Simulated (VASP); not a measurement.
# Nb3B (Pm-3m) in VASP: further runs, part 2 of 2

VASP 6.6.1. Earlier steps stand in the parts before.

## Step 3: Relaxation of cell and atoms, PBE

This run uses another cell than the first one, of 15.20 Å³/atom, 1.004 times its volume.

File INCAR:

```
PREC = Accurate
ENCUT = 600
EDIFF = 1E-6
ISMEAR = 0
SIGMA = 0.1
LREAL = F
LASPH = T
NELM = 100
ALGO = Normal
ISIF = 3
LWAVE = F
LCHARG = F
GGA = PE
IBRION = 2
NSW = 100
EDIFFG = -0.01
```

File KPOINTS:

```
Automatic mesh
0
Gamma
  12 12 12
```

File POSCAR:

```
Nb3B
1.0
    3.9318872730      0.0000000000      0.0000000000
    0.0000000000      3.9318872730      0.0000000000
    0.0000000000      0.0000000000      3.9318872730
Nb B
3 1
Direct
    0.0000000000      0.5000000000      0.5000000000
    0.5000000000      0.0000000000      0.5000000000
    0.5000000000      0.5000000000      0.0000000000
    0.0000000000      0.0000000000      0.0000000000
```

Potentials or basis: VASP PAW PBE potentials, release 64 (Nb_sv, B).

Command:

```console
$ cat potpaw_PBE.64/Nb_sv/POTCAR potpaw_PBE.64/B/POTCAR > POTCAR
$ mpirun -np 1 vasp_std > vasp.out
```

OUTCAR:

```text
PREC = Accurate
   ENCUT = 600
   EDIFF = 1E-6
   ISMEAR = 0
   LREAL = F
   LASPH = T
   NELM = 100
   ISIF = 3
   GGA = PE
   IBRION = 2
   NSW = 100
   EDIFFG = -0.01

 ion  position               nearest neighbor table
   1  0.000  0.500  0.500-   2 2.78   3 2.78   3 2.78   2 2.78   2 2.78   3 2.78   3 2.78   2 2.78

   2  0.500  0.000  0.500-   1 2.78   3 2.78   3 2.78   1 2.78   3 2.78   3 2.78   1 2.78   1 2.78

   3  0.500  0.500  0.000-   1 2.78   2 2.78   1 2.78   2 2.78   2 2.78   2 2.78   1 2.78   1 2.78

   4  0.000  0.000  0.000-

  LATTYP: Found a simple cubic cell.
 ALAT       =     3.9318872730

  Lattice vectors:

 A1 = (   3.9318872730,   0.0000000000,   0.0000000000)
 A2 = (   0.0000000000,   3.9318872730,   0.0000000000)
 A3 = (   0.0000000000,   0.0000000000,   3.9318872730)

Analysis of symmetry for initial positions (statically):
=====================================================================
 Subroutine PRICEL returns:
 Original cell was already a primitive cell.

 Routine SETGRP: Setting up the symmetry group for a
 simple cubic supercell.

 Subroutine GETGRP returns: Found 48 space group operations
 (whereof 48 operations were pure point group operations)
 out of a pool of 48 trial point group operations.

The static configuration has the point symmetry O_h .

Analysis of symmetry for dynamics (positions and initial velocities):
=====================================================================
 Subroutine PRICEL returns:
 Original cell was already a primitive cell.

 Routine SETGRP: Setting up the symmetry group for a
 simple cubic supercell.

 Subroutine GETGRP returns: Found 48 space group operations
 (whereof 48 operations were pure point group operations)
 out of a pool of 48 trial point group operations.

[... 124 lines left out ...]
     AMIX_MAG =   1.60;   BMIX_MAG =  1.00
  volume/ion in A,a.u.               =      15.20       102.55
  Fermi-wavevector in a.u.,A,eV,Ry     =   1.447294  2.734990 28.499593  2.094661
  Thomas-Fermi vector in A             =   2.565266
   LORBIT       =      0    0 simple, 1 ext, 2 COOP (PROOUT), +10 PAW based schemes
   GGA     = PE    functional components
   LHFCALC =     F    Hartree Fock is set to
   AEXX    =    0.0000 exact exchange contribution
   IVDW    =     0    specifies the selected vdW correction
   LEPSILON=     F    determine dielectric tensor
   LRPA    =     F    only Hartree local field effects (RPA)
 conjugate gradient relaxation of ions
 non-spin polarized calculation
 Gauss-broadening in eV      SIGMA  =   0.10
  energy-cutoff  :      600.00
  volume of cell :       60.79
 maximum number of plane-waves:      2054
 NGX is ok and might be reduce to    32
   NGX = 15   NGY = 15   NGZ = 15

--------------------------------------- Ionic step        1  -------------------------------------------

 number of electron      42.0000001 magnetization

 Free energy of the ion-electron system (eV)
  ---------------------------------------------------
  ext. energy  EPLUGINS =         0.00000000
  ---------------------------------------------------
  free energy    TOTEN  =       -36.32407809 eV

  energy without entropy =      -36.30014564  energy(sigma->0) =      -36.31211186

------------------------ aborting loop because EDIFF is reached ----------------------------------------

  FORCE on cell =-STRESS in cart. coord.  units (eV):
  Direction    XX          YY          ZZ          XY          YZ          ZX
  --------------------------------------------------------------------------------------
  -------------------------------------------------------------------------------------
  Total       -0.3754358     -0.3754358     -0.3754358     -0.0000000      0.0000000      0.0000000
  in kB       -9.8956228     -9.8956228     -9.8956228     -0.0000000      0.0000000      0.0000000
  external PRESSURE =      -9.8956228 kB  Pullay stress =       0.0000000 kB
[... 63 lines left out ...]
--------------------------------------- Ionic step        3  -------------------------------------------

 number of electron      42.0000000 magnetization

 Free energy of the ion-electron system (eV)
  ---------------------------------------------------
  ext. energy  EPLUGINS =         0.00000000
  ---------------------------------------------------
  free energy    TOTEN  =       -36.32507599 eV

  energy without entropy =      -36.30143782  energy(sigma->0) =      -36.31325690

 E-fermi :  11.0839     XC(G=0): -12.5041

 val. band max:       11.0756448510   @ k =   0.5000   0.1667   0.0833
 cond. band min:      11.0959815911   @ k =   0.3333   0.3333   0.3333
 fundamental gap:      0.0203367401
 Fermi energy:        11.0839215190

 k-point     1 :       0.0000    0.0000    0.0000
  band No.  band energies     occupation
      1     -43.5910      2.00000
      2     -43.1484      2.00000
      3     -43.1484      2.00000
      4     -20.2259      2.00000
      5     -20.2259      2.00000
      6     -20.2259      2.00000
[... 661 lines left out ...]
     24      12.5963      0.00000
     25      13.5381      0.00000

 [... further k-points ...]
[... 5 lines left out ...]
  --------------------------------------------------------------------------------------
  -------------------------------------------------------------------------------------
  Total        0.0068956      0.0068956      0.0068956     -0.0000000     -0.0000000      0.0000000
  in kB        0.1827323      0.1827323      0.1827323     -0.0000000     -0.0000000      0.0000000
  external PRESSURE =       0.1827323 kB  Pullay stress =       0.0000000 kB
[... 19 lines left out ...]
  FREE ENERGIE OF THE ION-ELECTRON SYSTEM (eV)
  ---------------------------------------------------
  free  energy   TOTEN  =       -36.3250759850 eV

  energy  without entropy=      -36.3014378151  energy(sigma->0) =      -36.31325690

 reached required accuracy - stopping structural energy minimisation
```

CONTCAR:

```text
Nb3B
   1.00000000000000
     3.9248356813027305    0.0000000000000000    0.0000000000000000
    -0.0000000000000000    3.9248356813027305    0.0000000000000000
    -0.0000000000000000    0.0000000000000000    3.9248356813027305
  Nb              B
     3     1
Direct
     0.0000000000000000    0.5000000000000000    0.5000000000000000
     0.5000000000000000    0.0000000000000000    0.5000000000000000
     0.5000000000000000    0.5000000000000000    0.0000000000000000
     0.0000000000000000    0.0000000000000000    0.0000000000000000

  0.00000000E+00  0.00000000E+00  0.00000000E+00
  0.00000000E+00  0.00000000E+00  0.00000000E+00
  0.00000000E+00  0.00000000E+00  0.00000000E+00
  0.00000000E+00  0.00000000E+00  0.00000000E+00
```

It took 5.1 min on 1 thread of Intel Xeon Platinum 8259CL at 2.50GHz (Skylake/Cascade Lake), shared host; peak memory 0.28 GiB.

Results:

- Free energy: -36.3251 eV
- Relaxed volume: 15.11 Å³/atom
- Relaxed cell: a = 3.925 Å, b = 3.925 Å, c = 3.925 Å, α = 90.00°, β = 90.00°, γ = 90.00°
- Space group after relaxing (to 0.05 Å): Pm-3m (No. 221)
- Energy gained by relaxing: 0.2 meV/atom
- Ionic steps: 3
- Pressure after relaxing: 0.0 GPa
- Band gap on the k mesh: zero (band 21 reaches 11.41 eV, above the bottom of band 22 at 10.73 eV)

Step by step:
| step | energy change (eV) | largest force (eV/Å) | pressure (GPa) | volume (Å³) |
| --- | --- | --- | --- | --- |
| 1 | 0.0000 | 0.0000 | -0.99 | 60.79 |
| 2 | 0.0013 | 0.0000 | 1.54 | 59.96 |
| 3 | -0.0010 | 0.0000 | 0.02 | 60.46 |

Final structure:
```xyz
4
Lattice="3.9248 0.0000 0.0000 0.0000 3.9248 0.0000 0.0000 0.0000 3.9248" Properties=species:S:1:pos:R:3 pbc="T T T"
Nb    0.0000    1.9624    1.9624
Nb    1.9624    0.0000    1.9624
Nb    1.9624    1.9624    0.0000
B     0.0000    0.0000    0.0000
```

Levels at points of the mesh, in eV from the Fermi level:
```
           k point  band 17  band 18  band 19  band 20  band 21  band 22  band 23  band 24  band 25
(0.00, 0.00, 0.00)    -3.06    -2.98    -2.98     0.28     0.28     0.28     2.18     2.18     2.18
(0.50, 0.00, 0.00)    -2.61    -2.46    -0.82     0.25     0.25     0.54     0.82     1.45     1.91
(0.50, 0.50, 0.00)    -1.54    -1.54    -1.32    -1.13     0.32     0.32     1.57     1.57     1.71
(0.50, 0.50, 0.50)    -1.18    -1.18    -1.18    -0.11    -0.11    -0.11     1.87     1.87     1.87
```

## Step 4: Single point, PBE

This run uses another cell than the first one, of 14.22 Å³/atom, 0.939 times its volume.

File INCAR:

```
SYSTEM = Nb3B
  ALGO = Normal
  EDIFF = 1E-7
  ENCUT = 520
  GGA = PE
  ISIF = 2
  ISMEAR = 0
  LASPH = .True.
  LCHARG = .True.
  LELF = .True.
  LREAL = .False.
  LVHAR = .True.
  LWAVE = .False.
  NBANDS = 29
  NELM = 100
  PREC = Accurate
  SIGMA = 0.1
```

File KPOINTS:

```
k-points
0
Gamma
  4 4 4
  0 0 0
```

File POSCAR:

```
Nb3B
1.0
    3.8456432100      0.0000000000      0.0000000000
    0.0000000000      3.8456432100      0.0000000000
    0.0000000000      0.0000000000      3.8456432100
Nb B
3 1
Direct
    0.0000000000      0.5000000000      0.5000000000
    0.5000000000      0.0000000000      0.5000000000
    0.5000000000      0.5000000000      0.0000000000
    0.0000000000      0.0000000000      0.0000000000
```

Command:

```console
$ cat potpaw_PBE.64/Nb_sv/POTCAR potpaw_PBE.64/B/POTCAR > POTCAR
$ mpirun -np 1 vasp_std > vasp.out
```

Wall time 25 s (1 thread of Intel Xeon Platinum 8259CL at 2.50GHz (Skylake/Cascade Lake), shared host); peak memory 0.16 GiB.

It converged, with:

- Free energy: -36.0760 eV
- Pressure: 13.6 GPa
- Band gap on the k mesh: zero (band 21 reaches 12.32 eV, above the bottom of band 22 at 11.56 eV)

Levels at points of the mesh, in eV from the Fermi level:
| k point | band 17 | band 18 | band 19 | band 20 | band 21 | band 22 | band 23 | band 24 | band 25 | band 26 |
| --- | --- | --- | --- | --- | --- | --- | --- | --- | --- | --- |
| (0.00, 0.00, 0.00) | -3.55 | -3.37 | -3.37 | 0.22 | 0.22 | 0.22 | 2.12 | 2.12 | 2.12 | 4.58 |
| (0.50, 0.00, 0.00) | -2.94 | -2.93 | -1.03 | 0.09 | 0.09 | 0.42 | 0.63 | 1.26 | 1.82 | 1.82 |
| (0.50, 0.50, 0.00) | -1.91 | -1.91 | -1.55 | -1.39 | 0.14 | 0.14 | 1.43 | 1.43 | 1.64 | 2.42 |
| (0.50, 0.50, 0.50) | -1.26 | -1.26 | -1.26 | -0.35 | -0.35 | -0.35 | 1.73 | 1.73 | 1.73 | 2.87 |

Caveat: the k points lie up to 0.41 Å⁻¹ apart.

## Step 5: Summary

| task | cell | k mesh | cutoff (eV) | gap on the mesh (eV) | pressure (GPa) |
| --- | --- | --- | --- | --- | --- |
| single point | a = 3.927 Å, 4 atoms | 12 × 12 × 12 | 520 | none | -0.3 |
| relaxation of cell and atoms | relaxed from a = 3.932 Å, 4 atoms | 12 × 12 × 12 | 600 | none | 0.0 |
| single point | a = 3.846 Å, 4 atoms | 4 × 4 × 4 | 520 | none | 13.6 |

Alike in all rows: level PBE; potentials or basis VASP PAW PBE potentials, release 64 (Nb_sv, B); no spin polarisation; smearing gaussian 0.1 eV.

Caveats: some runs use coarse meshes.

Absolute energies hang on the potentials; compare differences alone.
